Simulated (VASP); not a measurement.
Mn: single point with RPBE

Crystal: Mn.

```
Mn
1.0
    -1.40212    1.40212    1.40212
     1.40212   -1.40212    1.40212
     1.40212    1.40212   -1.40212
Mn
1
Direct
  0.00000 0.00000 0.00000
```

- Program: VASP 6.6.1
- Task: single point
- Functional: RPBE
- Potentials or basis: VASP PAW PBE potentials, release 64 (Mn_pv)
- Cutoff: 520 eV
- k mesh: 26 × 26 × 26
- Occupations: fermi-dirac, width 0.1 eV
- Spin: no spin polarisation

```
Pressure : 0.0 GPa
```

Levels at points of the mesh, in eV from the Fermi level:
```csv
k point,band 2,band 3,band 4,band 5,band 6,band 7,band 8,band 9,band 10,band 11
"(0.00, 0.00, 0.00)",-48.08,-48.08,-8.53,-1.54,-1.54,-1.54,0.34,0.34,23.49,23.49
"(0.50, 0.00, 0.00)",-48.31,-48.08,-4.82,-2.94,0.33,0.60,0.63,1.84,9.01,17.76
"(0.50, 0.50, 0.50)",-48.57,-48.57,-4.63,-4.63,1.50,1.50,1.50,10.41,10.41,10.41
```

Wall time 47 s on 1 thread of AMD EPYC 7R43 64-Core Processor (Zen 3), with other jobs on the host, peak memory 0.13 GiB.

Caveat: the PAW data sets were made with another functional, which shifts forces and pressure a little; the run has no spin polarisation, though such a crystal can be magnetic. Spin polarisation is off, so any magnetic state and its effect on volume and gap are missing.
